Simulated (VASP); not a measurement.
Na3LaO3:

```
Na La O
1.0
     0.00270   -4.54221    0.12417
     4.77801   -0.00270    0.04235
    -2.33739    2.11715    5.70223
Na La O
3 1 3
Direct
  0.14755 0.59969 0.32630
  0.62732 0.13160 0.30812
  0.98306 0.94126 0.90278
  0.40945 0.35955 0.75445
  0.40469 0.97975 0.85995
  0.95088 0.50588 0.90760
  0.21109 0.21632 0.40889
```

| Item | Value |
| --- | --- |
| Program | VASP 6.6.1 |
| Task | relaxation of cell and atoms |
| Functional | PBE |
| Potentials or basis | VASP PAW PBE potentials, release 64 (Na_pv, La, O) |
| Cutoff | 600 eV |
| k mesh | 4 × 4 × 4 |
| Occupations | gaussian, width 0.1 eV |
| Spin | no spin polarisation |

At the start: pressure 7.3 GPa; volume 17.92 Å³/atom.

**Question.** How do energy, volume and symmetry change on relaxing?

**Answer.** Over 37 steps the energy falls by 239.4 meV/atom and the volume is 17.40 Å³/atom (-2.9 %); space group P1 (No. 1, to 0.1 Å) before, Imm2 (No. 44, to 0.1 Å).

The path:
```
step  energy change (eV)  largest force (eV/Å)  pressure (GPa)  volume (Å³)
   1              0.0000                5.2032            7.27       125.46
   2             -0.8857                1.0941           -4.96       140.77
   3             -1.0047                0.9335           -2.52       135.66
   4             -1.2702                0.6310           -1.75       131.50
   5             -1.4512                0.5139            0.61       124.68
   6             -1.5267                0.4127           -0.04       124.82
   7             -1.5434                0.3660           -0.33       124.90
   8             -1.5832                0.2512           -0.23       124.02
   9             -1.5901                0.4071           -0.08       123.48
  10             -1.6146                0.1513            0.36       122.81
  11             -1.6178                0.1500            0.61       122.47
  12             -1.6250                0.1204           -0.39       124.33
  13             -1.6250                0.1209           -0.33       124.23
  14             -1.6310                0.1134           -0.18       124.01
  15             -1.6346                0.1426            0.07       123.66
  16             -1.6399                0.0802           -0.06       123.77
  17             -1.6428                0.1131           -0.25       123.91
  18             -1.6474                0.1231            0.11       123.14
  19             -1.6487                0.1343            0.56       122.23
  20             -1.6511                0.1258            0.47       122.34
  21             -1.6549                0.1290            0.17       122.63
  22             -1.6552                0.1354            0.08       122.71
  23             -1.6584                0.1165           -0.06       122.90
  24             -1.6618                0.1262           -0.38       123.37
  25             -1.6653                0.0824           -0.16       122.83
  26             -1.6675                0.1188            0.20       121.99
  27             -1.6705                0.0896            0.04       122.06
  28             -1.6718                0.1417           -0.14       122.15
  29             -1.6737                0.0428           -0.01       121.78
  30             -1.6737                0.0424            0.01       121.78
  31             -1.6743                0.0338            0.01       121.75
  32             -1.6745                0.0348            0.01       121.72
  33             -1.6749                0.0313            0.02       121.74
  34             -1.6752                0.0385            0.03       121.78
  35             -1.6754                0.0299           -0.07       121.95
  36             -1.6754                0.0312           -0.06       121.95
  37             -1.6756                0.0132            0.02       121.81
```

Final structure:
```
CELL_PARAMETERS angstrom
-0.00050 -4.39691 0.00047
4.90622 -0.00076 -0.00144
-2.45184 2.19973 5.64727
ATOMIC_POSITIONS crystal
Na 0.18114 0.68076 0.36166
Na 0.62383 0.12504 0.24773
Na 0.96954 0.96942 0.93937
La 0.39020 0.39021 0.78070
O 0.40634 0.90599 0.81276
O 0.97350 0.47337 0.94779
O 0.18949 0.18924 0.37807
```
